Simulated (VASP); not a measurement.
P: single point with r2SCAN

The system is P.

```
P
1.0
     0.00000    2.77912    2.77912
     2.77912    0.00000    2.77912
     2.77912    2.77912    0.00000
P
2
Direct
  0.00000 0.00000 0.00000
  0.25000 0.25000 0.25000
```

| Item | Value |
| --- | --- |
| Program | VASP 6.6.1 |
| Task | single point |
| Functional | r2SCAN |
| Potentials or basis | VASP PAW PBE potentials, release 64 (P) |
| Cutoff | 520 eV |
| k mesh | 11 × 11 × 11 |
| Occupations | fermi-dirac, width 0.1 eV |
| Spin | no spin polarisation |

```yaml
Pressure: -3.0 GPa
Band_gap_on_the_k_mesh: zero (band 5 reaches 6.31 eV, above the bottom of band 6 at 4.64 eV)
```

Levels at points of the mesh, in eV from the Fermi level:
| k point | band 3 | band 4 | band 5 | band 6 | band 7 | band 8 |
| --- | --- | --- | --- | --- | --- | --- |
| (0.00, 0.00, 0.00) | -3.15 | -3.15 | -3.15 | 0.13 | 0.13 | 0.13 |

Run time: 76 s on 1 thread of Intel Xeon 6975P-C, on a shared host, peak memory 0.17 GiB.

Caveat: the PAW data sets were made with another functional, which shifts forces and pressure a little.
